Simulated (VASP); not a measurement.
# LiCl (Fm-3m) in VASP: notebook, part 2 of 2

VASP 6.6.1. The steps go on from the part before.

### Step 3. Single point, HF

This run uses another cell than the first one, of 18.22 Å³/atom.

POSCAR

```
LiCl
1.0
    0.0000000000      2.6312945629      2.6312945629
    2.6312945629      0.0000000000      2.6312945629
    2.6312945629      2.6312945629      0.0000000000
Cl Li
1 1
Direct
    0.5000000000      0.5000000000      0.5000000000
    0.0000000000      0.0000000000      0.0000000000
```

INCAR.step1

```
SYSTEM = LiCl
PREC = Accurate
ENCUT = 520
EDIFF = 1E-5
ISMEAR = -1
SIGMA = 0.05
LREAL = .FALSE.
LASPH = .TRUE.
NELM = 80
ALGO = Normal
ISIF = 2
LWAVE = .TRUE.
LCHARG = .FALSE.
GGA = PE
NBANDS = 12
```

INCAR.step2

```
SYSTEM = LiCl
PREC = Accurate
ENCUT = 520
EDIFF = 1E-6
ISMEAR = -1
SIGMA = 0.05
LREAL = .FALSE.
LASPH = .TRUE.
NELM = 80
ALGO = Normal
ISIF = 2
LWAVE = .FALSE.
LCHARG = .FALSE.
GGA = PE
LHFCALC = .TRUE.
AEXX = 1.0
ALDAC = 0.0
AGGAC = 0.0
PRECFOCK = Normal
ISTART = 1
NBANDS = 12
```

KPOINTS

```
Automatic mesh
0
G
  5 5 5
  0 0 0
```

Potentials or basis: VASP PAW PBE potentials, release 64 (Cl, Li_sv).

Launch:

```sh
cat potpaw_PBE.64/Cl/POTCAR potpaw_PBE.64/Li_sv/POTCAR > POTCAR
cp INCAR.step1 INCAR
mpirun -np 1 vasp_std > vasp.out
cp INCAR.step2 INCAR
mpirun -np 1 vasp_std > vasp.out
```

Run time: 5.9 min. Hardware: 1 thread of Intel Xeon Platinum 8259CL at 2.50GHz (Skylake/Cascade Lake), shared host; peak memory 0.15 GiB.

Results (log left out):

```yaml
Free_energy: -12.8038 eV
Band_gap_on_the_k_mesh: 14.67 eV
```

Levels at points of the mesh, in eV from the valence-band top:
| k point | band 3 | band 4 | band 5 | band 6 | band 7 | band 8 |
| --- | --- | --- | --- | --- | --- | --- |
| (0.00, 0.00, 0.00) | 0.00 | 0.00 | 0.00 | 14.67 | 21.09 | 21.09 |

Caveat: the cutoff is under 1.25 times the usual one of these potentials, so pressure, stress and relaxed cells hold a basis-set (Pulay) error; the PAW data sets were made with another functional, which shifts forces and pressure a little.

### Step 4. Relaxation of cell and atoms, HF

POSCAR

```
LiCl
1.0
    0.0000000000      2.5647700000      2.5647700000
    2.5647700000      0.0000000000      2.5647700000
    2.5647700000      2.5647700000      0.0000000000
Cl Li
1 1
Direct
    0.5000000000      0.5000000000      0.5000000000
    0.0000000000      0.0000000000      0.0000000000
```

INCAR.step1

```
  PREC = Accurate
  ENCUT = 600
  EDIFF = 1E-5
  ISMEAR = -1
  SIGMA = 0.05
  LREAL = F
  LASPH = T
  NELM = 80
  ALGO = Normal
  LWAVE = T
  LCHARG = F
  GGA = PE
  NBANDS = 12
```

INCAR.step2

```
  PREC = Accurate
  ENCUT = 600
  EDIFF = 1E-6
  ISMEAR = -1
  SIGMA = 0.05
  LREAL = F
  LASPH = T
  NELM = 80
  ALGO = Normal
  ISIF = 3
  LWAVE = F
  LCHARG = F
  GGA = PE
  LHFCALC = T
  AEXX = 1.0
  ALDAC = 0.0
  AGGAC = 0.0
  PRECFOCK = Normal
  IBRION = 2
  NSW = 60
  EDIFFG = -0.01
  ISTART = 1
```

KPOINTS

```
Automatic mesh
0
Gamma
  5 5 5
```

Potentials or basis: VASP PAW PBE potentials, release 64 (Cl, Li_sv).

Launch:

```sh
cat potpaw_PBE.64/Cl/POTCAR potpaw_PBE.64/Li_sv/POTCAR > POTCAR
cp INCAR.step1 INCAR
mpirun -np 1 vasp_std > vasp.out
cp INCAR.step2 INCAR
mpirun -np 1 vasp_std > vasp.out
```

OUTCAR:

```text
PREC = Accurate
   ENCUT = 600
   EDIFF = 1E-6
   ISMEAR = -1
   LREAL = F
   LASPH = T
   NELM = 80
   ISIF = 3
   GGA = PE
   LHFCALC = T
   AEXX = 1.0
   PRECFOCK = Normal
   IBRION = 2
   NSW = 60
   EDIFFG = -0.01
   ISTART = 1

 ion  position               nearest neighbor table
   1  0.500  0.500  0.500-   2 2.56   2 2.56   2 2.56   2 2.56   2 2.56   2 2.56
   2  0.000  0.000  0.000-   1 2.56   1 2.56   1 2.56   1 2.56   1 2.56   1 2.56

  LATTYP: Found a face centered cubic cell.
 ALAT       =     5.1295400000

  Lattice vectors:

 A1 = (   0.0000000000,   2.5647700000,   2.5647700000)
 A2 = (   2.5647700000,   0.0000000000,   2.5647700000)
 A3 = (   2.5647700000,   2.5647700000,   0.0000000000)

Analysis of symmetry for initial positions (statically):
=====================================================================
 Subroutine PRICEL returns:
[... 174 lines left out ...]
 k-point     1 :       0.0000    0.0000    0.0000
  band No.  band energies     occupation
      1     -58.7043      2.00000
      2     -22.1418      2.00000
      3      -3.7095      2.00000
      4      -3.7095      2.00000
      5      -3.7095      2.00000
      6      11.5296      0.00000
      7      17.5523      0.00000
      8      17.5523      0.00000
      9      17.5523      0.00000
[... 177 lines left out ...]
--------------------------------------- Ionic step        3  -------------------------------------------

 number of electron      10.0000003 magnetization

 Free energy of the ion-electron system (eV)
  ---------------------------------------------------
  ext. energy  EPLUGINS =         0.00000000
  ---------------------------------------------------
  free energy    TOTEN  =       -12.80286876 eV

  energy without entropy =      -12.80286876  energy(sigma->0) =      -12.80286876

 E-fermi :  -2.9921     XC(G=0):   0.0000

 val. band max:       -4.2188316530   @ k =   0.0000   0.0000   0.0000
 cond. band min:      10.5103747050   @ k =   0.0000   0.0000   0.0000
 fundamental gap:     14.7292063580
 Fermi energy:        -2.9920607934

 k-point     1 :       0.0000    0.0000    0.0000
  band No.  band energies     occupation
      1     -59.3256      2.00000
      2     -22.3559      2.00000
      3      -4.2188      2.00000
      4      -4.2188      2.00000
      5      -4.2188      2.00000
      6      10.5104      0.00000
      7      16.8889      0.00000
      8      16.8889      0.00000
      9      16.8889      0.00000
[... 135 lines left out ...]
  FREE ENERGIE OF THE ION-ELECTRON SYSTEM (eV)
  ---------------------------------------------------
  free  energy   TOTEN  =       -12.8028687567 eV

  energy  without entropy=      -12.8028687567  energy(sigma->0) =      -12.80286876

 reached required accuracy - stopping structural energy minimisation
```

OSZICAR.step1:

```text
N       E                     dE             d eps       ncg     rms          rms(c)
DAV:   1     0.398634787673E+02    0.39863E+02   -0.40908E+03   240   0.834E+02
DAV:   2    -0.482891178439E+01   -0.44692E+02   -0.42718E+02   292   0.141E+02
DAV:   3    -0.733707741274E+01   -0.25082E+01   -0.24993E+01   308   0.347E+01
DAV:   4    -0.744870713231E+01   -0.11163E+00   -0.11161E+00   348   0.730E+00
DAV:   5    -0.744946334521E+01   -0.75621E-03   -0.75621E-03   308   0.668E-01    0.239E+00
DAV:   6    -0.737924783989E+01    0.70216E-01   -0.15337E-01   276   0.180E+00    0.170E+00
DAV:   7    -0.738043964085E+01   -0.11918E-02   -0.49167E-02   372   0.118E+00    0.926E-01
DAV:   8    -0.738451606456E+01   -0.40764E-02   -0.65539E-03   284   0.569E-01    0.161E-01
DAV:   9    -0.738447729868E+01    0.38766E-04   -0.18540E-04   296   0.969E-02    0.579E-02
DAV:  10    -0.738453802923E+01   -0.60731E-04   -0.11737E-04   268   0.717E-02    0.512E-02
DAV:  11    -0.738453816478E+01   -0.13556E-06   -0.12747E-05   260   0.215E-02
   1 F= -.73845382E+01 E0= -.73845382E+01  d E =-.319536E-11
```

Wall time 17 min (1 thread of Intel Xeon Platinum 8259CL at 2.50GHz (Skylake/Cascade Lake), shared host); peak memory 0.18 GiB.

What came out:

| Quantity | Value |
| --- | --- |
| Free energy | -12.8029 eV |
| Relaxed volume | 18.07 Å³/atom |
| Relaxed cell | a = 3.711 Å, b = 3.711 Å, c = 3.711 Å, α = 60.00°, β = 60.00°, γ = 60.00° |
| Space group after relaxing (to 0.1 Å) | Fm-3m (No. 225) |
| Energy gained by relaxing | 7.5 meV/atom |
| Ionic steps | 3 |
| Pressure after relaxing | -0.1 GPa |
| Band gap on the k mesh | 14.73 eV |

The path:
```csv
step,energy change (eV),largest force (eV/Å),pressure (GPa),volume (Å³)
1,0.0000,0.0000,2.21,33.74
2,-0.0116,0.0000,1.03,34.89
3,-0.0150,0.0000,-0.08,36.13
```

Final structure:
```xyz
2
Lattice="0.0000 2.6240 2.6240 2.6240 0.0000 2.6240 2.6240 2.6240 0.0000" Properties=species:S:1:pos:R:3 pbc="T T T"
Cl    2.6240    2.6240    2.6240
Li    0.0000    0.0000    0.0000
```

Caveat: the k points lie up to 0.41 Å⁻¹ apart in the final cell; the cutoff is under 1.25 times the usual one of these potentials, so pressure, stress and relaxed cells hold a basis-set (Pulay) error; the PAW data sets were made with another functional, which shifts forces and pressure a little.

### Step 5. Single point, r2SCAN50+D3(BJ)

POSCAR is that of step 4.

INCAR.step1

```
SYSTEM = LiCl
PREC = Accurate ; ENCUT = 720
EDIFF = 1E-5 ; ISMEAR = -1
SIGMA = 0.1 ; LREAL = .False.
LASPH = .True. ; NELM = 120
ALGO = Normal ; ISIF = 2
LWAVE = .True. ; LCHARG = .False.
GGA = PE ; NBANDS = 12
GGA_COMPAT = .False.
```

INCAR.step2

```
SYSTEM = LiCl
PREC = Accurate ; ENCUT = 720
EDIFF = 1E-6 ; ISMEAR = -1
SIGMA = 0.1 ; LREAL = .False.
LASPH = .True. ; NELM = 120
ALGO = Normal ; ISIF = 2
LWAVE = .False. ; LCHARG = .False.
METAGGA = R2SCAN ; LHFCALC = .True.
AEXX = 0.5 ; LMIXTAU = .True.
PRECFOCK = Normal ; IVDW = 12
VDW_S6 = 1.0 ; VDW_S8 = 1.3294
VDW_A1 = 0.4311 ; VDW_A2 = 5.924
ISTART = 1 ; NBANDS = 12
GGA_COMPAT = .False.
```

KPOINTS

```
regular mesh
0
Gamma
  5 5 5
  0 0 0
```

Launch:

```sh
cat potpaw_PBE.64/Cl/POTCAR potpaw_PBE.64/Li_sv/POTCAR > POTCAR
cp INCAR.step1 INCAR
mpirun -np 1 vasp_std > vasp.out
cp INCAR.step2 INCAR
mpirun -np 1 vasp_std > vasp.out
```

It took 21 min on 1 thread of AMD EPYC 7R43 (Zen 3), shared host; peak memory 0.16 GiB.

The run converged. Its results:

| Quantity | Value |
| --- | --- |
| Free energy | -13.4107 eV |
| Pressure | -2.8 GPa |
| Band gap on the k mesh | 10.78 eV |
| Dispersion energy per atom | -0.142 eV |

Levels at points of the mesh, in eV from the valence-band top:
| k point | band 1 | band 2 | band 3 | band 4 | band 5 | band 6 | band 7 | band 8 | band 9 | band 10 |
| --- | --- | --- | --- | --- | --- | --- | --- | --- | --- | --- |
| (0.00, 0.00, 0.00) | -49.70 | -16.14 | 0.00 | 0.00 | 0.00 | 10.78 | 16.69 | 16.69 | 16.69 | 19.89 |

Caveat: the k points lie up to 0.42 Å⁻¹ apart; the PAW data sets were made with another functional, which shifts forces and pressure a little.

### Step 6. Overview

| task | level | cell | k mesh | cutoff (eV) | smearing | grid for exact exchange (PRECFOCK) | share of exact exchange | gap on the mesh (eV) | pressure (GPa) |
| --- | --- | --- | --- | --- | --- | --- | --- | --- | --- |
| single point | RPBE+D4 | a = 3.627 Å, angles 60.0°, 2 atoms | 9 × 9 × 9 | 520 | gaussian 0.01 eV | - | - | 6.60 | - |
| single point | HF | a = 3.721 Å, angles 60.0°, 2 atoms | 5 × 5 × 5 | 520 | fermi-dirac 0.05 eV | Normal | 1 | 14.67 | - |
| relaxation of cell and atoms | HF | relaxed from a = 3.627 Å, angles 60.0°, 2 atoms | 5 × 5 × 5 | 600 | fermi-dirac 0.05 eV | Normal | 1 | 14.73 | -0.1 |
| single point | r2SCAN50+D3(BJ) | a = 3.627 Å, angles 60.0°, 2 atoms | 5 × 5 × 5 | 720 | fermi-dirac 0.1 eV | Normal | 0.5 | 10.78 | -2.8 |

Alike in all rows: potentials or basis VASP PAW PBE potentials, release 64 (Cl, Li_sv); no spin polarisation.

Caveats: some runs use coarse meshes; the PAW data sets were made with another functional, which shifts forces and pressure a little; the cutoff is under 1.25 times the usual one of these potentials, so pressure, stress and relaxed cells hold a basis-set (Pulay) error (at least some runs); an odd mesh through Γ misses points on the zone boundary, where band edges can lie (at least some runs).

Total energies depend on the potentials used, so only differences within one code and one set of settings carry meaning.
